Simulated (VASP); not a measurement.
Write the native input for VASP 6.6.1 that does the following.

```yaml
Task: single point
Functional: LDA
Potentials_or_basis: VASP PAW LDA potentials, release 64 (Na_pv, Sr_sv, Ti_sv, Bi_d, O)
Cutoff: 520 eV
k_mesh: 4 × 4 × 4
Occupations: gaussian, width 0.01 eV
Spin: no spin polarisation
Dipole_correction: no
Further_INCAR_settings: ALGO = Normal; EDIFF = 1e-06; NBANDS = 51
```

The structure of NaSrTiBiO6 lies in POSCAR:

```
NaSrTiBiO6
1.0
    0.0000000000      4.0627090000      4.0627090000
    4.0627090000      0.0000000000      4.0627090000
    4.0627090000      4.0627090000      0.0000000000
Na Sr Ti Bi O
1 1 1 1 6
Direct
    0.2500000000      0.2500000000      0.2500000000
    0.7500000000      0.7500000000      0.7500000000
    0.5000000000      0.5000000000      0.5000000000
    0.0000000000      0.0000000000      0.0000000000
    0.7413390000      0.2586610000      0.2586610000
    0.2586610000      0.7413390000      0.7413390000
    0.7413390000      0.7413390000      0.2586610000
    0.2586610000      0.2586610000      0.7413390000
    0.2586610000      0.7413390000      0.2586610000
    0.7413390000      0.2586610000      0.7413390000
```

The input as run:

INCAR

```
PREC = Accurate
ENCUT = 520
EDIFF = 1E-6
ISMEAR = 0
SIGMA = 0.01
LREAL = F
LASPH = T
NELM = 60
ALGO = Normal
ISIF = 2
LWAVE = F
LCHARG = F
NBANDS = 51
```

KPOINTS

```
Automatic mesh
0
Gamma
  4 4 4
```

Potentials or basis: VASP PAW LDA potentials, release 64 (Na_pv, Sr_sv, Ti_sv, Bi_d, O).

Run with:

```console
$ cat potpaw_LDA.64/Na_pv/POTCAR potpaw_LDA.64/Sr_sv/POTCAR potpaw_LDA.64/Ti_sv/POTCAR potpaw_LDA.64/Bi_d/POTCAR potpaw_LDA.64/O/POTCAR > POTCAR
$ mpirun -np 1 vasp_std > vasp.out
```

Results of the run:

The pressure is -9.7 GPa. The largest force is 0.080 eV/Å. The band gap on the k mesh is 0.61 eV (least direct gap 0.65 eV).

Caveat: the cell stands under tension; spin-orbit coupling is left out, which moves the levels of the heavy elements.

Run time: 3 min on 1 thread of AMD EPYC 7R13 (shared host), peak memory 0.27 GiB.
